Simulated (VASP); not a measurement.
# WSe2 (P-6m2) in VASP: further runs

The runs below take WSe2 through single point, with PBE+D3(BJ).

All numbers are computed with VASP 6.6.1; they aren't measurements. Logs are shortened: lines on timing, memory, paths and dates and some standing lists are left out, and cuts for length are marked.

### Step 1. The cell of the first run

Symmetry: P-6m2, No. 187, hexagonal system. Conventional cell: a = 3.435 Å, b = 3.435 Å, c = 6.385 Å, α = 90.00°, β = 90.00°, γ = 120.00°. W (site symmetry -6m2) has 6 Se at 2.56 Å within 3.4 Å. Within 3.4 Å of Se (site symmetry 3m) lie 3 W at 2.56 Å and 2 Se at 3.16 to 3.22 Å.

### Step 2. Single point, PBE+D3(BJ) (c/a of the conventional cell at fixed volume 1.8588)

File INCAR:

```
SYSTEM = WSe2
ALGO     = Normal         ! electronic algorithm
EDIFF    = 1E-7           ! SCF threshold, eV
ENCUT    = 520            ! plane-wave cutoff, eV
GGA      = PE             ! functional
ISIF     = 2              ! what is computed and relaxed
ISMEAR   = 0              ! smearing method
IVDW     = 12             ! dispersion correction
LASPH    = .True.         ! aspherical terms in the spheres
LCHARG   = .True.         ! write CHGCAR
LELF     = .True.         ! ELF
LREAL    = .False.        ! projectors in reciprocal space
LVHAR    = .True.       
LWAVE    = .False.        ! write WAVECAR
NBANDS   = 20             ! bands
NELM     = 60             ! most SCF steps
PREC     = Accurate       ! precision mode
SIGMA    = 0.05           ! smearing width, eV
```

File KPOINTS:

```
k-points
0
Gamma
  9 9 4
  0 0 0
```

File POSCAR:

```
WSe2
1.0
    3.4347696443      0.0000000000      0.0000000000
   -1.7173848222      2.9745977681      0.0000000000
    0.0000000000      0.0000000000      6.3845498149
W Se
1 2
Direct
    0.0000000000      0.0000000000      0.0000000000
    0.3333333333      0.6666666667      0.2524432937
    0.3333333333      0.6666666667      0.7475567063
```

Potentials or basis: VASP PAW PBE potentials, release 64 (W_sv, Se).

Command:

```console
$ cat potpaw_PBE.64/W_sv/POTCAR potpaw_PBE.64/Se/POTCAR > POTCAR
$ mpirun -np 1 vasp_std > vasp.out
```

OUTCAR:

```text
SYSTEM = WSe2
   EDIFF = 1E-7
   ENCUT = 520
   GGA = PE
   ISIF = 2
   ISMEAR = 0
   IVDW = 12
   LASPH = .True.
   LREAL = .False.
   NELM = 60
   PREC = Accurate
 IVDW          = 12

 ion  position               nearest neighbor table
   1  0.000  0.000  0.000-   2 2.56   3 2.56   2 2.56   3 2.56   2 2.56   3 2.56
   2  0.333  0.667  0.252-   1 2.56   1 2.56   1 2.56
   3  0.333  0.667  0.748-   1 2.56   1 2.56   1 2.56

  LATTYP: Found a hexagonal cell.
 ALAT       =     3.4347696443
 C/A-ratio  =     1.8588000000

  Lattice vectors:

 A1 = (   3.4347696443,   0.0000000000,   0.0000000000)
 A2 = (  -1.7173848222,   2.9745977681,   0.0000000000)
 A3 = (   0.0000000000,   0.0000000000,   6.3845498149)

Analysis of symmetry for initial positions (statically):
=====================================================================
 Subroutine PRICEL returns:
 Original cell was already a primitive cell.

 Routine SETGRP: Setting up the symmetry group for a
 hexagonal supercell.

 Subroutine GETGRP returns: Found 12 space group operations
 (whereof 12 operations were pure point group operations)
 out of a pool of 24 trial point group operations.

The static configuration has the point symmetry D_3h.

Analysis of symmetry for dynamics (positions and initial velocities):
=====================================================================
 Subroutine PRICEL returns:
 Original cell was already a primitive cell.

 Routine SETGRP: Setting up the symmetry group for a
 hexagonal supercell.

 Subroutine GETGRP returns: Found 12 space group operations
 (whereof 12 operations were pure point group operations)
 out of a pool of 24 trial point group operations.

The dynamic configuration has the point symmetry D_3h.

 Subroutine INISYM returns: Found 12 space group operations
 (whereof 12 operations are pure point group operations),
 and found     1 'primitive' translations

----------------------------------------------------------------------------------------

                                     Primitive cell

  volume of cell :      65.2313

  direct lattice vectors                    reciprocal lattice vectors
     3.434769644  0.000000000  0.000000000     0.291140339  0.168089953  0.000000000
    -1.717384822  2.974597768  0.000000000     0.000000000  0.336179907  0.000000000
     0.000000000  0.000000000  6.384549815     0.000000000  0.000000000  0.156628115

  length of vectors
     3.434769644  3.434769644  6.384549815     0.336179907  0.336179907  0.156628115

  position of ions in fractional coordinates (direct lattice)
     0.000000000  0.000000000  0.000000000
     0.333333333  0.666666667  0.252443294
     0.333333333  0.666666667  0.747556706

  ion indices of the primitive-cell ions
   primitive index   ion index
                 1           1
                 2           2
                 3           3

----------------------------------------------------------------------------------------

 KPOINTS: k-points

Automatic generation of k-mesh.
 Grid dimensions read from file:
 generate k-points for:    9    9    4

 Generating k-lattice:

  Cartesian coordinates                     Fractional coordinates (reciprocal lattice)
     0.032348927  0.018676661  0.000000000     0.111111111  0.000000000  0.000000000
     0.000000000  0.037353323  0.000000000     0.000000000  0.111111111  0.000000000
     0.000000000  0.000000000  0.039157029     0.000000000  0.000000000  0.250000000

  Length of vectors
     0.037353323  0.037353323  0.039157029

  Shift w.r.t. Gamma in fractional coordinates (k-lattice)
     0.000000000  0.000000000  0.000000000

 Subroutine IBZKPT returns following result:
 ===========================================

 Found     36 irreducible k-points:

 Following reciprocal coordinates:
            Coordinates               Weight
  0.000000  0.000000  0.000000      1.000000
  0.111111 -0.000000  0.000000      6.000000
  0.222222  0.000000  0.000000      6.000000
  0.333333  0.000000  0.000000      6.000000
  0.444444  0.000000  0.000000      6.000000
  0.111111  0.111111  0.000000      6.000000
[... 16 lines left out ...]
  0.333333  0.222222  0.250000     24.000000
  0.333333  0.333333  0.250000      4.000000
 [... further k-points ...]
   k-points           NKPTS =     36   k-points in BZ     NKDIM =     36   number of bands    NBANDS=     20
   number of dos      NEDOS =    301   number of ions     NIONS =      3
   total plane-waves  NPLWV =  37632
   dimension x,y,z NGX =    28 NGY =   28 NGZ =   48
   dimension x,y,z NGXF=    56 NGYF=   56 NGZF=   96
   ions per type =               1   2
   NGX,Y,Z   is equivalent  to a cutoff of  13.55, 13.55, 12.50 a.u.
   NGXF,Y,Z  is equivalent  to a cutoff of  27.10, 27.10, 25.00 a.u.
 SYSTEM =  WSe2
   PREC   = accura    normal or accurate (medium, high low for compatibility)
   ISTART =      0    job   : 0-new  1-cont  2-samecut
   ICHARG =      2    charge: 1-file 2-atom 10-const
[... 43 lines left out ...]
   NGX = 13   NGY = 13   NGZ = 23

 number of electron      26.0000000 magnetization

 Free energy of the ion-electron system (eV)
  ---------------------------------------------------
  ext. energy  EPLUGINS =         0.00000000
  ---------------------------------------------------
  free energy    TOTEN  =       -21.27421666 eV

  energy without entropy =      -21.27421630  energy(sigma->0) =      -21.27421648

 E-fermi :   6.1978     XC(G=0): -10.3283

 val. band max:        6.0727785021   @ k =   0.0000   0.0000   0.5000
 cond. band min:       6.3370108365   @ k =   0.3333   0.3333   0.0000
 fundamental gap:      0.2642323344
 Fermi energy:         6.1977930287

 k-point     1 :       0.0000    0.0000    0.0000
  band No.  band energies     occupation
      1     -68.8718      2.00000
      2     -33.0423      2.00000
      3     -33.0267      2.00000
      4     -33.0267      2.00000
      5      -9.4077      2.00000
      6      -7.6715      2.00000
[... 12 lines left out ...]
     19      13.2307      0.00000
     20      13.8293      0.00000

 k-point     2 :       0.1111   -0.0000    0.0000
  band No.  band energies     occupation
      1     -68.8711      2.00000
      2     -33.0441      2.00000
      3     -33.0390      2.00000
      4     -33.0308      2.00000
      5      -9.2545      2.00000
      6      -7.6089      2.00000
[... 12 lines left out ...]
     19      13.6820      0.00000
     20      14.1153      0.00000

 k-point     3 :       0.2222    0.0000    0.0000
  band No.  band energies     occupation
      1     -68.8695      2.00000
      2     -33.0879      2.00000
      3     -33.0412      2.00000
      4     -33.0307      2.00000
      5      -8.8367      2.00000
      6      -7.4400      2.00000
[... 12 lines left out ...]
     19      12.7961      0.00000
     20      14.6080      0.00000

 k-point     4 :       0.3333    0.0000    0.0000
  band No.  band energies     occupation
      1     -68.8677      2.00000
      2     -33.1373      2.00000
      3     -33.0530      2.00000
      4     -33.0211      2.00000
      5      -8.2910      2.00000
      6      -7.2264      2.00000
[... 12 lines left out ...]
     19      12.1716      0.00000
     20      13.7059      0.00000

 k-point     5 :       0.4444    0.0000    0.0000
  band No.  band energies     occupation
      1     -68.8665      2.00000
      2     -33.1692      2.00000
      3     -33.0606      2.00000
      4     -33.0149      2.00000
      5      -7.8740      2.00000
      6      -7.0712      2.00000
[... 12 lines left out ...]
     19      12.0103      0.00000
     20      13.2531      0.00000
[... 353 lines left out ...]
      6      -7.1507      2.00000
[... 12 lines left out ...]
     19      13.2426      0.00000
     20      13.5642      0.00000

 k-point    22 :       0.2222    0.2222    0.2500
  band No.  band energies     occupation
      1     -68.8669      2.00000
      2     -33.1404      2.00000
      3     -33.0768      2.00000
      4     -33.0169      2.00000
      5      -7.9275      2.00000
      6      -7.2683      2.00000
[... 12 lines left out ...]
     19      13.2512      0.00000
     20      14.0081      0.00000

 k-point    23 :       0.3333    0.2222    0.2500
  band No.  band energies     occupation
      1     -68.8660      2.00000
      2     -33.1522      2.00000
      3     -33.0955      2.00000
      4     -33.0121      2.00000
      5      -7.6127      2.00000
      6      -7.1100      2.00000
[... 12 lines left out ...]
     19      12.4882      0.00000
     20      14.3332      0.00000

 k-point    24 :       0.3333    0.3333    0.2500
  band No.  band energies     occupation
      1     -68.8656      2.00000
      2     -33.1387      2.00000
      3     -33.1197      2.00000
      4     -33.0105      2.00000
      5      -7.5048      2.00000
      6      -7.0478      2.00000
[... 12 lines left out ...]
     19      11.5257      0.00000
     20      14.9066      0.00000

 [... further k-points ...]

------------------------ aborting loop because EDIFF is reached ----------------------------------------

 Edisp (eV)   -1.29589

 E8    (eV) :    -0.5776

  FORCE on cell =-STRESS in cart. coord.  units (eV):
  Direction    XX          YY          ZZ          XY          YZ          ZX
  --------------------------------------------------------------------------------------
  -------------------------------------------------------------------------------------
  Total      -3.21664    -3.21664     3.10739     0.00000     0.00000     0.00000
  in kB     -79.00537   -79.00537    76.32201     0.00000     0.00000     0.00000
  external pressure =      -27.23 kB  Pullay stress =        0.00 kB

 VOLUME and BASIS-vectors are now :
 -----------------------------------------------------------------------------
  energy-cutoff  :      520.00
  volume of cell :       65.23
      direct lattice vectors                 reciprocal lattice vectors
     3.434769644  0.000000000  0.000000000     0.291140339  0.168089953  0.000000000
    -1.717384822  2.974597768  0.000000000     0.000000000  0.336179907  0.000000000
     0.000000000  0.000000000  6.384549815     0.000000000  0.000000000  0.156628115

 POSITION                                       TOTAL-FORCE (eV/Angst)
 -----------------------------------------------------------------------------------
      0.00000      0.00000      0.00000         0.000000      0.000000      0.000000
     -0.00000      1.98307      1.61174         0.000000     -0.000000     -0.100419
     -0.00000      1.98307      4.77281        -0.000000     -0.000000      0.100419
 -----------------------------------------------------------------------------------
    total drift:                                0.000000     -0.000000     -0.000000

  FREE ENERGIE OF THE ION-ELECTRON SYSTEM (eV)
  ---------------------------------------------------
  free  energy   TOTEN  =       -22.5701108508 eV

  energy  without entropy=      -22.5701104942  energy(sigma->0) =      -22.57011067
```

It took 23 s on 1 thread of Intel Xeon 6975P-C (Granite Rapids), shared host; peak memory 0.21 GiB.

Results:

| Property | Result |
| --- | --- |
| Free energy | -22.5701 eV |
| Pressure | -2.7 GPa |
| Largest force | 0.100 eV/Å |
| Band gap on the k mesh | 0.26 eV, indirect (least direct gap 1.06 eV) |
| Dispersion energy per atom | -0.432 eV |

Forces on the atoms (eV/Å):
```
W    0.000  0.000  0.000
Se   0.000  0.000 -0.100
Se   0.000  0.000  0.100
```

Caveat: spin-orbit coupling is left out, which moves the levels of the heavy elements. A k mesh can miss the band edges.

### Step 3. Single point, PBE+D3(BJ) (c/a of the conventional cell at fixed volume 1.8588)

File INCAR:

```
SYSTEM = WSe2
ALGO = Normal
EDIFF = 1E-6
ENCUT = 520
GGA = PE
ISIF = 2
ISMEAR = 0
IVDW = 12
LASPH = .TRUE.
LCHARG = .FALSE.
LREAL = .FALSE.
LWAVE = .FALSE.
NBANDS = 20
NELM = 60
PREC = Accurate
SIGMA = 0.05
```

File KPOINTS:

```
k-points
0
G
  9 9 4
  0 0 0
```

File POSCAR:

```
WSe2
1.0
    3.4347696443      0.0000000000      0.0000000000
   -1.7173848222      2.9745977681      0.0000000000
    0.0000000000      0.0000000000      6.3845498149
W Se
1 2
Direct
    0.0000000000      0.0000000000      0.0000000000
    0.3333333333      0.6666666667      0.2286623833
    0.3333333333      0.6666666667      0.7713376167
```

Potentials or basis: VASP PAW PBE potentials, release 64 (W_sv, Se).

Command:

```console
$ cat potpaw_PBE.64/W_sv/POTCAR potpaw_PBE.64/Se/POTCAR > POTCAR
$ mpirun -np 1 vasp_std > vasp.out
```

It took 21 s on 1 thread of Intel Xeon 6975P-C (Granite Rapids), shared host; peak memory 0.22 GiB.

The run converged. Its results:

```
Free energy                : -22.0901 eV
Pressure                   : 10.1 GPa
Largest force              : 3.383 eV/Å
Band gap on the k mesh     : zero (band 13 reaches 6.36 eV, above the bottom of band 14 at 5.76 eV)
Dispersion energy per atom : -0.431 eV
```

Forces in eV/Å, atoms in the order of the input:
```
W    0.000  0.000  0.000
Se   0.000  0.000  3.383
Se   0.000  0.000 -3.383
```

Stress tensor (GPa, compression positive):
```
 2.00  0.00  0.00
 0.00  2.00  0.00
 0.00  0.00 26.27
```

Levels at points of the mesh, in eV from the Fermi level:
| k point | band 11 | band 12 | band 13 | band 14 | band 15 | band 16 |
| --- | --- | --- | --- | --- | --- | --- |
| (0.00, 0.00, 0.00) | -2.77 | -0.55 | -0.52 | 2.14 | 2.14 | 2.63 |
| (0.00, 0.00, 0.50) | -2.81 | -2.81 | 0.45 | 2.00 | 2.00 | 2.84 |

Caveat: spin-orbit coupling is left out, which moves the levels of the heavy elements; forces of over 1 eV/Å act on the atoms, so gaps and moduli don't describe the material at rest.

### Step 4. Single point, PBE+D3(BJ) (c/a of the conventional cell at fixed volume 2.4143)

File INCAR:

```
SYSTEM = WSe2
PREC = Accurate ; ENCUT = 520
EDIFF = 1E-7 ; ISMEAR = 0
SIGMA = 0.05 ; LREAL = .FALSE.
LASPH = .TRUE. ; NELM = 80
ALGO = Normal ; ISIF = 2
LWAVE = .FALSE. ; LCHARG = .FALSE.
GGA = PE ; IVDW = 12
NBANDS = 20
```

File KPOINTS:

```
Automatic mesh
0
G
  9 9 4
  0 0 0
```

File POSCAR:

```
WSe2
1.0
    3.1480727436      0.0000000000      0.0000000000
   -1.5740363718      2.7263109689      0.0000000000
    0.0000000000      0.0000000000      7.6003920249
W Se
1 2
Direct
    0.0000000000      0.0000000000      0.0000000000
    0.3333333333      0.6666666667      0.2048671987
    0.3333333333      0.6666666667      0.7951328013
```

Command:

```console
$ cat potpaw_PBE.64/W_sv/POTCAR potpaw_PBE.64/Se/POTCAR > POTCAR
$ mpirun -np 1 vasp_std > vasp.out
```

Run time: 19 s. Hardware: 1 thread of Intel Xeon 6975P-C (Granite Rapids), shared host; peak memory 0.21 GiB.

Results (log left out):

| Property | Result |
| --- | --- |
| Free energy | -21.9201 eV |
| Pressure | 25.8 GPa |
| Largest force | 4.269 eV/Å |
| Band gap on the k mesh | 1.78 eV, indirect (least direct gap 1.81 eV) |
| Dispersion energy per atom | -0.441 eV |

Forces on the atoms (eV/Å):
```
W    0.000  0.000  0.000
Se   0.000  0.000  4.269
Se   0.000  0.000 -4.269
```

Stress tensor (GPa, compression positive):
```
23.42  0.00  0.00
 0.00 23.42  0.00
 0.00  0.00 30.55
```

Levels at points of the mesh, in eV from the valence-band top:
| k point | band 10 | band 11 | band 12 | band 13 | band 14 | band 15 | band 16 | band 17 |
| --- | --- | --- | --- | --- | --- | --- | --- | --- |
| (0.00, 0.00, 0.00) | -1.84 | -1.44 | -1.44 | -0.55 | 3.60 | 3.60 | 4.09 | 4.09 |
| (0.00, 0.00, 0.50) | -2.52 | -1.44 | -1.44 | 0.00 | 3.59 | 3.59 | 4.11 | 4.11 |

Caveat: spin-orbit coupling is left out, which moves the levels of the heavy elements; forces of over 1 eV/Å act on the atoms, so gaps and moduli don't describe the material at rest. A k mesh can miss the band edges.

### Step 5. Single point, PBE+D3(BJ) (c/a of the conventional cell at fixed volume 2.2291)

File INCAR:

```
ALGO     = Normal         # electronic algorithm
EDIFF    = 1E-6           # SCF threshold, eV
ENCUT    = 520            # plane-wave cutoff, eV
GGA      = PE             # functional
ISIF     = 2              # what is computed and relaxed
ISMEAR   = 0              # smearing method
IVDW     = 12             # dispersion correction
LASPH    = T              # aspherical terms in the spheres
LCHARG   = T              # write CHGCAR
LELF     = T              # ELF
LREAL    = F              # projectors in reciprocal space
LVHAR    = T            
LWAVE    = F              # write WAVECAR
NBANDS   = 20             # bands
NELM     = 100            # most SCF steps
PREC     = Accurate       # precision mode
SIGMA    = 0.05           # smearing width, eV
```

File KPOINTS:

```
k-points
0
Gamma
  9 9 4
```

File POSCAR:

```
WSe2
1.0
    3.2329475091      0.0000000000      0.0000000000
   -1.6164737546      2.7998146720      0.0000000000
    0.0000000000      0.0000000000      7.2065632926
W Se
1 2
Direct
    0.0000000000      0.0000000000      0.0000000000
    0.3333333333      0.6666666667      0.2524432937
    0.3333333333      0.6666666667      0.7475567063
```

Command:

```console
$ cat potpaw_PBE.64/W_sv/POTCAR potpaw_PBE.64/Se/POTCAR > POTCAR
$ mpirun -np 1 vasp_std > vasp.out
```

Wall time 21 s (1 thread of Intel Xeon 6975P-C (Granite Rapids), shared host); peak memory 0.21 GiB.

Results (log left out):

| Quantity | Value |
| --- | --- |
| Free energy | -22.6281 eV |
| Pressure | -6.3 GPa |
| Largest force | 1.716 eV/Å |
| Band gap on the k mesh | 0.89 eV, indirect (least direct gap 1.70 eV) |
| Dispersion energy per atom | -0.432 eV |

Forces in eV/Å, atoms in the order of the input:
```
W    0.000  0.000  0.000
Se   0.000  0.000 -1.716
Se   0.000  0.000  1.716
```

Stress tensor (GPa, compression positive):
```
 -1.94   0.00   0.00
  0.00  -1.94   0.00
  0.00   0.00 -15.14
```

Levels at points of the mesh, in eV from the valence-band top:
| k point | band 9 | band 10 | band 11 | band 12 | band 13 | band 14 | band 15 | band 16 | band 17 | band 18 |
| --- | --- | --- | --- | --- | --- | --- | --- | --- | --- | --- |
| (0.00, 0.00, 0.00) | -1.74 | -1.74 | -1.42 | -0.64 | -0.64 | 2.82 | 2.82 | 3.02 | 3.02 | 4.51 |
| (0.00, 0.00, 0.50) | -1.73 | -1.73 | -0.67 | -0.67 | -0.52 | 2.91 | 2.91 | 2.96 | 2.96 | 5.59 |

Caveat: spin-orbit coupling is left out, which moves the levels of the heavy elements; forces of over 1 eV/Å act on the atoms, so gaps and moduli don't describe the material at rest. A k mesh can miss the band edges.

### Step 6. Overview

| cell | gap on the mesh (eV) | pressure (GPa) | largest force (eV/Å) |
| --- | --- | --- | --- |
| a = 3.435, b = 3.435, c = 6.385 Å, angles 90.0, 90.0, 120.0°, 3 atoms | none | 10.1 | 3.38 |
| a = 3.148, b = 3.148, c = 7.600 Å, angles 90.0, 90.0, 120.0°, 3 atoms | 1.78 | 25.8 | 4.27 |
| a = 3.233, b = 3.233, c = 7.207 Å, angles 90.0, 90.0, 120.0°, 3 atoms | 0.89 | -6.3 | 1.72 |

Some of these runs hold the atoms at other places in the same cell, which the table doesn't show; runs alike in all that it shows share one row.

Alike in all rows: task single point; level PBE+D3(BJ); potentials or basis VASP PAW PBE potentials, release 64 (W_sv, Se); no spin polarisation; k mesh 9 × 9 × 4; cutoff (eV) 520; smearing gaussian 0.05 eV.

Caveats: spin-orbit coupling is left out, which moves the levels of the heavy elements; forces of over 1 eV/Å act on the atoms, so gaps and moduli don't describe the material at rest.

Total energies depend on the potentials used, so only differences within one code and one set of settings carry meaning.
